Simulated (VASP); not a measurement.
# Si31C32 (a cell with a defect) in VASP: relaxation of the atoms with PBEsol

Aim: the relaxation of the atoms of Si31C32 (a cell with a defect) with PBEsol.

Program: VASP 6.6.1. These are calculated values, not measurements. Logs are shortened: lines on timing, memory, paths and dates and some standing lists are left out, and cuts for length are marked.

## (1) The cell of the first run

The cell holds a defect, 63 atoms: a = 8.714 Å, b = 8.714 Å, c = 8.714 Å, α = 90.00°, β = 90.00°, γ = 90.00°.

## (2) Relaxation of the atoms, PBEsol

Input file INCAR:

```
  PREC = Accurate
  ENCUT = 520
  EDIFF = 1E-7
  ISMEAR = -1
  SIGMA = 0.05
  LREAL = Auto
  LASPH = True
  NELM = 80
  ALGO = Normal
  ISIF = 2
  LWAVE = False
  LCHARG = False
  GGA = PS
  IBRION = 2
  NSW = 100
  EDIFFG = -0.03
  NELECT = 254.0
```

Input file KPOINTS:

```
Automatic mesh
0
Gamma
  1 1 1
```

Input file POSCAR:

```
Si31C32
1.0
    8.7137060000      0.0000000000      0.0000000000
    0.0000000000      8.7137060000      0.0000000000
    0.0000000000      0.0000000000      8.7137060000
Si C
31 32
Direct
    0.9983030000      0.0029520000      0.0015420000
    0.0004390000      0.9984370000      0.5052010000
    0.9976880000      0.5010110000      0.9991740000
    0.0034050000      0.5006910000      0.5004920000
    0.5037010000      0.0015150000      0.0046240000
    0.4996250000      0.9968120000      0.4978600000
    0.5022470000      0.4964160000      0.9975030000
    0.2507360000      0.2515880000      0.0000250000
    0.2475240000      0.2483980000      0.5021600000
    0.2524140000      0.7492720000      0.0009400000
    0.2488570000      0.7515460000      0.4964040000
    0.7525800000      0.2500420000      0.9978960000
    0.7519460000      0.2504970000      0.4979540000
    0.7496090000      0.7495460000      0.9964600000
    0.7540190000      0.7508940000      0.4992960000
    0.2505520000      0.9952040000      0.2565870000
    0.2498420000      0.0009340000      0.7466590000
    0.2517260000      0.5020910000      0.2470900000
    0.2478980000      0.4973200000      0.7473560000
    0.7498540000      0.9985110000      0.2547350000
    0.7483770000      0.0033680000      0.7481070000
    0.7500790000      0.4990470000      0.2521410000
    0.7489120000      0.5038460000      0.7537840000
    0.0027110000      0.2534990000      0.2514630000
    0.0011280000      0.2519640000      0.7500890000
    0.9971590000      0.7509350000      0.2544470000
    0.0000160000      0.7489280000      0.7472310000
    0.4984930000      0.2515330000      0.2455480000
    0.4983920000      0.2521020000      0.7504430000
    0.4997560000      0.7475260000      0.2471520000
    0.5022820000      0.7485470000      0.7473180000
    0.1246830000      0.1231600000      0.1235360000
    0.1252330000      0.1262910000      0.6256310000
    0.1238530000      0.6249530000      0.1259760000
    0.1239370000      0.6238930000      0.6279330000
    0.6246960000      0.1288810000      0.1237960000
    0.6255140000      0.1233700000      0.6274610000
    0.6276190000      0.6257240000      0.1300820000
    0.6234850000      0.6218790000      0.6229760000
    0.3762470000      0.3783990000      0.1241340000
    0.3739830000      0.3726340000      0.6222470000
    0.3772530000      0.8718860000      0.1274560000
    0.3748570000      0.8738480000      0.6244670000
    0.8724520000      0.3723470000      0.1263260000
    0.8755620000      0.3743560000      0.6256360000
    0.8722200000      0.8755720000      0.1274750000
    0.8755880000      0.8723690000      0.6245630000
    0.3713160000      0.1218760000      0.3778040000
    0.3714140000      0.1254640000      0.8783540000
    0.3739690000      0.6226020000      0.3791300000
    0.3789230000      0.6270980000      0.8762380000
    0.8761610000      0.1252640000      0.3769750000
    0.8743340000      0.1215770000      0.8761020000
    0.8775140000      0.6250360000      0.3741700000
    0.8748790000      0.6278390000      0.8785710000
    0.1260830000      0.3739650000      0.3751000000
    0.1276040000      0.3749530000      0.8724000000
    0.1268810000      0.8768730000      0.3759770000
    0.1238850000      0.8749970000      0.8756090000
    0.6238610000      0.3758490000      0.3747890000
    0.6239110000      0.3761320000      0.8803830000
    0.6313690000      0.8714830000      0.3728380000
    0.6237890000      0.8743220000      0.8735460000
```

Potentials or basis: VASP PAW PBE potentials, release 64 (Si, C).

On the command line:

```sh
$ cat potpaw_PBE.64/Si/POTCAR potpaw_PBE.64/C/POTCAR > POTCAR
$ mpirun -np 1 vasp_gam > vasp.out
```

OUTCAR:

```text
PREC = Accurate
   ENCUT = 520
   EDIFF = 1E-7
   ISMEAR = -1
   LREAL = Auto
   LASPH = True
   NELM = 80
   ISIF = 2
   GGA = PS
   IBRION = 2
   NSW = 100
   EDIFFG = -0.03
   NELECT = 254.0

 ion  position               nearest neighbor table
   1  0.998  0.003  0.002-  53 1.85  32 1.85  46 1.91  59 1.91  12 3.04  25 3.08  24 3.08   8 3.09
                            20 3.09  14 3.09  21 3.10  26 3.11  17 3.12  16 3.13  10 3.13  27 3.13
   2  0.000  0.998  0.505-  47 1.86  33 1.88  58 1.90  52 1.91  17 3.02  27 3.03  15 3.04  21 3.05
                            11 3.05   9 3.06  26 3.07  25 3.07  16 3.07  13 3.08  20 3.09  24 3.14
   3  0.998  0.501  0.999-  55 1.86  34 1.90  44 1.92  57 1.93  23 3.04  12 3.06  14 3.06  25 3.07
                            24 3.08  27 3.08  22 3.08  18 3.09  19 3.09   8 3.10  10 3.10  26 3.11
   4  0.003  0.501  0.500-  35 1.87  56 1.89  54 1.89  45 1.91  19 3.03  27 3.05  24 3.06  11 3.06
                            26 3.06   9 3.06  25 3.07  15 3.08  13 3.09  22 3.09  18 3.09  23 3.13
   5  0.504  0.002  0.005-  36 1.85  63 1.90  42 1.91  49 1.93  28 3.03  20 3.06  30 3.06  12 3.07
                            14 3.07  21 3.09   8 3.10  10 3.10  29 3.11  16 3.11  31 3.14
   6  0.500  0.997  0.498-  48 1.88  43 1.88  37 1.92  62 1.92  16 3.02  20 3.04  11 3.06  31 3.07
                            17 3.07  21 3.08  30 3.08  15 3.08   9 3.10  13 3.12  28 3.12  29 3.13
   7  0.502  0.496  0.998-  61 1.81  40 1.87  51 1.89  38 1.95  23 3.02  29 3.03  28 3.04   8 3.06
                            12 3.06  18 3.08  14 3.08  30 3.09  31 3.10  22 3.10  10 3.10  19 3.11
   8  0.251  0.252  0.000-  49 1.85  57 1.88  40 1.89  32 1.90  28 3.04   7 3.06  29 3.06  18 3.07
                            19 3.07  24 3.08  25 3.08   1 3.09   3 3.10   5 3.10  17 3.11
   9  0.248  0.248  0.502-  33 1.85  41 1.87  56 1.88  48 1.88  17 3.03  19 3.04  25 3.05  24 3.05
[... 63 lines left out ...]
  50  0.374  0.623  0.379-  11 1.87  18 1.89  30 1.93
  51  0.379  0.627  0.876-  10 1.88  31 1.88   7 1.89  19 1.96
  52  0.876  0.125  0.377-  13 1.86  20 1.89   2 1.91  24 1.91
  53  0.874  0.122  0.876-   1 1.85  12 1.87  21 1.87  25 1.93
  54  0.878  0.625  0.374-  26 1.84  15 1.88  22 1.89   4 1.89
  55  0.875  0.628  0.879-  14 1.84   3 1.86  23 1.89  27 1.90
  56  0.126  0.374  0.375-  24 1.85   9 1.88   4 1.89  18 1.92
  57  0.128  0.375  0.872-  19 1.85  25 1.87   8 1.88   3 1.93
  58  0.127  0.877  0.376-  16 1.82  11 1.85  26 1.90   2 1.90
  59  0.124  0.875  0.876-  27 1.90   1 1.91  10 1.91  17 1.92
  60  0.624  0.376  0.375-  22 1.87  13 1.89  28 1.91
  61  0.624  0.376  0.880-   7 1.81  12 1.87  23 1.91  29 1.91
  62  0.631  0.871  0.373-  20 1.83  15 1.86  30 1.92   6 1.92
  63  0.624  0.874  0.874-  14 1.88  31 1.88   5 1.90  21 1.91

  LATTYP: Found a simple cubic cell.
 ALAT       =     8.7137060000

  Lattice vectors:

 A1 = (   8.7137060000,   0.0000000000,   0.0000000000)
 A2 = (   0.0000000000,   8.7137060000,   0.0000000000)
 A3 = (   0.0000000000,   0.0000000000,   8.7137060000)

Analysis of symmetry for initial positions (statically):
=====================================================================
 Subroutine PRICEL returns:
 Original cell was already a primitive cell.

 Routine SETGRP: Setting up the symmetry group for a
 simple cubic supercell.

 Subroutine GETGRP returns: Found  1 space group operations
 (whereof  1 operations were pure point group operations)
 out of a pool of 48 trial point group operations.

The static configuration has the point symmetry C_1 .

Analysis of symmetry for dynamics (positions and initial velocities):
=====================================================================
 Subroutine PRICEL returns:
 Original cell was already a primitive cell.

 Routine SETGRP: Setting up the symmetry group for a
 simple cubic supercell.

 Subroutine GETGRP returns: Found  1 space group operations
 (whereof  1 operations were pure point group operations)
 out of a pool of 48 trial point group operations.

The dynamic configuration has the point symmetry C_1 .

 Subroutine INISYM returns: Found  1 space group operations
 (whereof  1 operations are pure point group operations),
 and found     1 'primitive' translations

----------------------------------------------------------------------------------------
[... 175 lines left out ...]
   total plane-waves  NPLWV = 343000
   dimension x,y,z NGX =    70 NGY =   70 NGZ =   70
   dimension x,y,z NGXF=   140 NGYF=  140 NGZF=  140
   ions per type =              31  32
   NGX,Y,Z   is equivalent  to a cutoff of  13.36, 13.36, 13.36 a.u.
   NGXF,Y,Z  is equivalent  to a cutoff of  26.71, 26.71, 26.71 a.u.
 SYSTEM =  unknown system
   PREC   = accura    normal or accurate (medium, high low for compatibility)
   ISTART =      0    job   : 0-new  1-cont  2-samecut
   ICHARG =      2    charge: 1-file 2-atom 10-const
   ISPIN  =      1    spin polarized calculation?
   LNONCOLLINEAR =      F non collinear calculations
   LSORBIT =      F    spin-orbit coupling
   LASPH  =      T    aspherical Exc in radial PAW
   ENCUT  =  520.0 eV  38.22 Ry    6.18 a.u.  16.20 16.20 16.20*2*pi/ulx,y,z
   NELM   =     80;   NELMIN=  2; NELMDL= -5     # of ELM steps
   EDIFF  = 0.1E-06   stopping-criterion for ELM
   LREAL  =      T    real-space projection
   EDIFFG = -.3E-01   stopping-criterion for IOM
   NSW    =    100    number of steps for IOM
   IBRION =      2    ionic relax: 0-MD 1-quasi-New 2-CG
   NFREE  =      1    steps in history (QN), initial steepest desc. (CG)
   ISIF   =      2    stress and relaxation
   ISYM   =      2    0-nonsym 1-usesym 2-fastsym
   POTIM  = 0.5000    time-step for ionic-motion
   TEBEG  =    0.0;   TEEND  =   0.0 temperature during run
   PSTRESS=    0.0 pullay stress
   NELECT =     254.0000    total number of electrons
   NUPDOWN=      -1.0000    fix difference up-down
   EMIN   =  10.00;   EMAX   =-10.00  energy-range for DOS
   EFERMI =   0.00;   METHOD = LEGACY
   ISMEAR =    -1;   SIGMA  =   0.05  broadening in eV -4-tet -1-fermi 0-gaus
   EFERMI_NEDOS =   21; number of points for ismear=-14 and -15
   IALGO  =     38    algorithm
   IMIX   =      4    mixing-type and parameters
     AMIX     =   0.40;   BMIX     =  1.00
     AMIX_MAG =   1.60;   BMIX_MAG =  1.00
  volume/ion in A,a.u.               =      10.50        70.87
  Fermi-wavevector in a.u.,A,eV,Ry     =   1.189825  2.248444 19.261551  1.415684
  Thomas-Fermi vector in A             =   2.325924
   LORBIT       =      0    0 simple, 1 ext, 2 COOP (PROOUT), +10 PAW based schemes
   GGA     = PS    functional components
   LHFCALC =     F    Hartree Fock is set to
   AEXX    =    0.0000 exact exchange contribution
   IVDW    =     0    specifies the selected vdW correction
   LEPSILON=     F    determine dielectric tensor
   LRPA    =     F    only Hartree local field effects (RPA)
 conjugate gradient relaxation of ions
 non-spin polarized calculation
  energy-cutoff  :      520.00
  volume of cell :      661.62
 maximum number of plane-waves:      8923
 NGX is ok and might be reduce to    70
   NGX = 33   NGY = 33   NGZ = 33

--------------------------------------- Ionic step        1  -------------------------------------------

 number of electron     253.9999993 magnetization

 Free energy of the ion-electron system (eV)
  ---------------------------------------------------
  ext. energy  EPLUGINS =         0.00000000
  ---------------------------------------------------
  free energy    TOTEN  =      -472.45261549 eV

  energy without entropy =     -472.17675883  energy(sigma->0) =     -472.31468716

------------------------ aborting loop because EDIFF is reached ----------------------------------------

  FORCE on cell =-STRESS in cart. coord.  units (eV):
  Direction    XX          YY          ZZ          XY          YZ          ZX
  --------------------------------------------------------------------------------------
  -------------------------------------------------------------------------------------
  Total       24.8327464     23.2626599     21.3401800     -1.6355084      0.4481155      1.1435998
  in kB       60.1349048     56.3327878     51.6773164     -3.9605424      1.0851551      2.7693379
  external PRESSURE =      56.0483363 kB  Pullay stress =       0.0000000 kB
[... 272 lines left out ...]
  FREE ENERGIE OF THE ION-ELECTRON SYSTEM (eV)
  ---------------------------------------------------
  free  energy   TOTEN  =      -474.0597345639 eV

  energy  without entropy=     -473.8329522527  energy(sigma->0) =     -473.94634341

[... ionic steps 4 to 11 ...]

--------------------------------------- Ionic step       12  -------------------------------------------

 number of electron     253.9999970 magnetization

------------------------ aborting loop because EDIFF is reached ----------------------------------------
[... 189 lines left out ...]
--------------------------------------- Ionic step       14  -------------------------------------------

 number of electron     253.9999970 magnetization

 Free energy of the ion-electron system (eV)
  ---------------------------------------------------
  ext. energy  EPLUGINS =         0.00000000
  ---------------------------------------------------
  free energy    TOTEN  =      -474.43310217 eV

  energy without entropy =     -474.21043464  energy(sigma->0) =     -474.32176840

 E-fermi :   8.9135     XC(G=0): -11.4252

 val. band max:        8.8857722743   @ k =   0.0000   0.0000   0.0000
 cond. band min:       9.1107050692   @ k =   0.0000   0.0000   0.0000
 fundamental gap:      0.2249327950
 Fermi energy:         8.9135212014

 k-point     1 :       0.0000    0.0000    0.0000
  band No.  band energies     occupation
      1      -7.6750      2.00000
      2      -6.1377      2.00000
      3      -6.1364      2.00000
      4      -6.0925      2.00000
      5      -6.0917      2.00000
      6      -6.0916      2.00000
[... 131 lines left out ...]
    138      12.0024      0.00000
    139      12.0049      0.00000
 [bands above 139 left out]

------------------------ aborting loop because EDIFF is reached ----------------------------------------

  FORCE on cell =-STRESS in cart. coord.  units (eV):
  Direction    XX          YY          ZZ          XY          YZ          ZX
  --------------------------------------------------------------------------------------
  -------------------------------------------------------------------------------------
  Total       28.1679022     28.0866592     27.9349560      0.0378106     -0.0156275     -0.0033286
  in kB       68.2113081     68.0145704     67.6472064      0.0915621     -0.0378435     -0.0080605
  external PRESSURE =      67.9576949 kB  Pullay stress =       0.0000000 kB
[... 78 lines left out ...]
  FREE ENERGIE OF THE ION-ELECTRON SYSTEM (eV)
  ---------------------------------------------------
  free  energy   TOTEN  =      -474.4331021694 eV

  energy  without entropy=     -474.2104346372  energy(sigma->0) =     -474.32176840

 reached required accuracy - stopping structural energy minimisation
```

It took 20 min on 1 thread of Intel Xeon 6975P-C (Granite Rapids), shared host; peak memory 0.77 GiB.

What came out:

```
Free energy                  : -474.4331 eV
Energy gained by relaxing    : 31.4 meV/atom
Ionic steps                  : 14
Largest force after relaxing : 0.017 eV/Å
```

Forces on the atoms (eV/Å):
```
Si   0.004 -0.001 -0.003
Si   0.002 -0.003 -0.006
Si   0.005 -0.002  0.000
Si  -0.001  0.002  0.004
Si  -0.005 -0.010 -0.002
Si   0.001  0.002  0.007
Si  -0.004  0.003  0.008
Si  -0.004  0.002 -0.007
Si   0.006  0.005 -0.003
Si  -0.004  0.002  0.006
Si   0.006 -0.011  0.002
Si   0.001  0.002  0.003
Si  -0.006 -0.001 -0.002
Si   0.005 -0.007 -0.009
Si  -0.005  0.001 -0.006
Si   0.001  0.002  0.004
Si   0.000 -0.004 -0.001
Si   0.001 -0.002  0.004
Si  -0.002  0.005  0.000
Si   0.001  0.003  0.003
Si   0.001 -0.002 -0.006
Si  -0.003  0.005  0.012
Si  -0.009  0.008 -0.005
Si  -0.002  0.003  0.005
Si   0.003  0.000 -0.005
Si   0.007 -0.010  0.008
Si  -0.002 -0.007 -0.008
Si   0.006 -0.002  0.005
Si  -0.005  0.008 -0.014
Si  -0.002  0.011 -0.002
Si  -0.005  0.002 -0.001
C    0.000  0.000  0.006
C   -0.004  0.001  0.000
C   -0.009 -0.002 -0.001
C    0.006  0.008 -0.002
C    0.005 -0.007 -0.002
C   -0.002 -0.002 -0.002
C   -0.001  0.005 -0.011
C   -0.004 -0.003  0.015
C   -0.002 -0.007 -0.005
C    0.014  0.001  0.003
C   -0.002  0.012 -0.007
C    0.002 -0.001  0.001
C    0.001  0.007 -0.007
C    0.000 -0.005 -0.007
C    0.008 -0.005  0.000
C    0.000  0.007 -0.005
C   -0.003  0.002  0.005
C    0.006 -0.007  0.002
C    0.008 -0.009 -0.008
C   -0.001  0.006  0.013
C    0.004 -0.005  0.003
C   -0.002  0.004  0.007
C   -0.010 -0.001  0.004
C    0.004 -0.008  0.000
C    0.000  0.003 -0.001
C    0.000  0.003  0.006
C   -0.006  0.003 -0.002
C   -0.005 -0.001  0.004
C    0.003 -0.007  0.000
C    0.005 -0.002  0.001
C   -0.001 -0.001 -0.003
C   -0.003  0.005  0.005
```

Step by step:
```csv
step,energy change (eV),largest force (eV/Å),pressure (GPa)
1,0.0000,2.3785,5.60
2,-1.2703,1.5942,6.36
3,-1.6071,1.1193,5.84
4,-1.8307,0.7460,6.30
5,-1.8311,0.7066,6.28
6,-1.9317,0.2859,6.56
7,-1.9317,0.2837,6.56
8,-1.9669,0.1604,6.68
9,-1.9670,0.1606,6.69
10,-1.9780,0.0932,6.77
11,-1.9781,0.0837,6.77
12,-1.9800,0.0354,6.79
13,-1.9800,0.0327,6.79
14,-1.9805,0.0167,6.80
```

Final structure:
```cif
data_structure
_symmetry_space_group_name_H-M 'P 1'
_symmetry_Int_Tables_number 1
_cell_length_a 8.7137
_cell_length_b 8.7137
_cell_length_c 8.7137
_cell_angle_alpha 90.000
_cell_angle_beta 90.000
_cell_angle_gamma 90.000
_cell_volume 661.62
loop_
_atom_site_label
_atom_site_type_symbol
_atom_site_fract_x
_atom_site_fract_y
_atom_site_fract_z
_atom_site_occupancy
Si1 Si 0.00021 0.99985 0.00039 1
Si2 Si 0.00011 0.99991 0.50044 1
Si3 Si 0.00020 0.49988 0.00041 1
Si4 Si 0.00025 0.49982 0.50034 1
Si5 Si 0.50020 0.99983 0.00045 1
Si6 Si 0.50023 0.99983 0.50033 1
Si7 Si 0.50026 0.49983 0.00032 1
Si8 Si 0.25055 0.25027 0.00022 1
Si9 Si 0.25203 0.25155 0.50116 1
Si10 Si 0.25073 0.74939 0.00051 1
Si11 Si 0.25190 0.74810 0.49972 1
Si12 Si 0.74985 0.25015 0.00069 1
Si13 Si 0.74828 0.25189 0.49963 1
Si14 Si 0.74973 0.74959 0.00024 1
Si15 Si 0.74856 0.74789 0.50116 1
Si16 Si 0.25059 0.99929 0.25065 1
Si17 Si 0.25057 0.00033 0.75013 1
Si18 Si 0.25209 0.50084 0.25249 1
Si19 Si 0.25211 0.49882 0.74828 1
Si20 Si 0.74981 0.00032 0.25076 1
Si21 Si 0.74987 0.99941 0.75008 1
Si22 Si 0.74839 0.49889 0.25233 1
Si23 Si 0.74835 0.50077 0.74840 1
Si24 Si 0.99978 0.25007 0.25071 1
Si25 Si 0.00066 0.25015 0.75011 1
Si26 Si 0.00073 0.74966 0.25058 1
Si27 Si 0.99973 0.74955 0.75023 1
Si28 Si 0.50108 0.25194 0.25244 1
Si29 Si 0.49926 0.25174 0.74845 1
Si30 Si 0.49928 0.74769 0.25264 1
Si31 Si 0.50127 0.74781 0.74815 1
C1 C 0.12528 0.12480 0.12543 1
C2 C 0.12424 0.12380 0.62517 1
C3 C 0.12447 0.62469 0.12424 1
C4 C 0.12495 0.62518 0.62586 1
C5 C 0.62492 0.12401 0.12442 1
C6 C 0.62555 0.12478 0.62578 1
C7 C 0.62551 0.62509 0.12556 1
C8 C 0.63747 0.63677 0.63694 1
C9 C 0.37488 0.37469 0.12552 1
C10 C 0.36298 0.36255 0.63718 1
C11 C 0.37552 0.87547 0.12440 1
C12 C 0.37486 0.87502 0.62577 1
C13 C 0.87616 0.37496 0.12437 1
C14 C 0.87538 0.37454 0.62584 1
C15 C 0.87510 0.87495 0.12544 1
C16 C 0.87620 0.87580 0.62522 1
C17 C 0.37490 0.12467 0.37490 1
C18 C 0.37536 0.12403 0.87658 1
C19 C 0.36291 0.63696 0.36390 1
C20 C 0.37503 0.62504 0.87506 1
C21 C 0.87604 0.12395 0.37570 1
C22 C 0.87519 0.12483 0.87533 1
C23 C 0.87557 0.62521 0.37483 1
C24 C 0.87595 0.62474 0.87663 1
C25 C 0.12510 0.37439 0.37500 1
C26 C 0.12431 0.37505 0.87644 1
C27 C 0.12421 0.87594 0.37565 1
C28 C 0.12532 0.87482 0.87537 1
C29 C 0.63722 0.36301 0.36362 1
C30 C 0.62553 0.37451 0.87532 1
C31 C 0.62563 0.87485 0.37508 1
C32 C 0.62496 0.87571 0.87638 1
```

Caveat: the k points lie up to 0.72 Å⁻¹ apart; the cell carries a net charge on a neutralising background, which shifts energy and pressure; the cell is charged against a uniform background, so pressure and absolute levels hang on convention; the PAW data sets were made with another functional, which shifts forces and pressure a little.
